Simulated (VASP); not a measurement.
Input of a VASP 6.6.1 run:

INCAR

```
SYSTEM = TaN
ALGO = Normal ; EDIFF = 1E-6
ENCUT = 520 ; GGA = CA
ISIF = 2 ; ISMEAR = 1
LASPH = .TRUE. ; LCHARG = .TRUE.
LELF = .TRUE. ; LREAL = .FALSE.
LVHAR = .TRUE. ; LWAVE = .FALSE.
NBANDS = 33 ; NELM = 80
PREC = Accurate ; SIGMA = 0.1
```

Contents of KPOINTS:

```
k-points
0
G
  5 5 7
  0 0 0
```

The input POSCAR:

```
TaN
1.0
    5.1960000000      0.0000000000      0.0000000000
   -2.5980000000      4.4998680000      0.0000000000
    0.0000000000      0.0000000000      2.9110000000
Ta N
3 3
Direct
    0.3333333300      0.6666666700      0.5000000000
    0.6666666700      0.3333333300      0.5000000000
    0.0000000000      0.0000000000      0.0000000000
    0.3928500000      0.0000000000      0.0000000000
    0.6071500000      0.6071500000      0.0000000000
    0.0000000000      0.3928500000      0.0000000000
```

Potentials or basis: VASP PAW LDA potentials, release 64 (Ta_pv, N).

Command:

```bash
$ cat potpaw_LDA.64/Ta_pv/POTCAR potpaw_LDA.64/N/POTCAR > POTCAR
$ mpirun -np 1 vasp_std > vasp.out
```

(1) Estimate the largest force.

(2) Estimate the band gap on the k mesh.

Results:

(1) 0.032 eV/Å.

(2) zero (band 24 reaches 9.81 eV, above the bottom of band 25 at 7.17 eV).

Caveat: spin-orbit coupling is left out, which moves the levels of the heavy elements.
